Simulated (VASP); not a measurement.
Set up this calculation in VASP 6.6.1, as the native input.

```yaml
Task: single point
Functional: PBE
Potentials_or_basis: VASP PAW PBE potentials, release 64 (Rb_sv, Br)
Cutoff: 520 eV
k_mesh: 6 × 6 × 6
Occupations: gaussian, width 0.02 eV
Spin: no spin polarisation
Dipole_correction: no
Further_INCAR_settings: ALGO = Normal; EDIFF = 1e-06; NBANDS = 15
```

The structure of RbBr lies in POSCAR:

```
RbBr
1.0
    0.0000000000      3.3366369750      3.3366369750
    3.3366369750      0.0000000000      3.3366369750
    3.3366369750      3.3366369750      0.0000000000
Rb Br
1 1
Direct
    0.0000000000      0.0000000000      0.0000000000
    0.5000000000      0.5000000000      0.5000000000
```

This cell differs from its parent crystal: strained.

These files were run (other wordings do the same):

INCAR

```
SYSTEM = RbBr
PREC = Accurate
ENCUT = 520
EDIFF = 1E-6
ISMEAR = 0
SIGMA = 0.02
LREAL = .False.
LASPH = .True.
NELM = 100
ALGO = Normal
ISIF = 2
LWAVE = .False.
LCHARG = .False.
GGA = PE
NBANDS = 15
```

KPOINTS

```
Automatic mesh
0
Gamma
  6 6 6
  0 0 0
```

Potentials or basis: VASP PAW PBE potentials, release 64 (Rb_sv, Br).

Command:

```bash
$ cat potpaw_PBE.64/Rb_sv/POTCAR potpaw_PBE.64/Br/POTCAR > POTCAR
$ mpirun -np 1 vasp_std > vasp.out
```

It gave:

```json
{"Pressure": "2.6 GPa", "Band gap on the k mesh": "4.58 eV, direct"}
```

Caveat: the cell differs from its parent crystal (strained).

Run time: 15 s on 1 thread of Intel Xeon 6975P-C, on a shared host, peak memory 0.2 GiB.
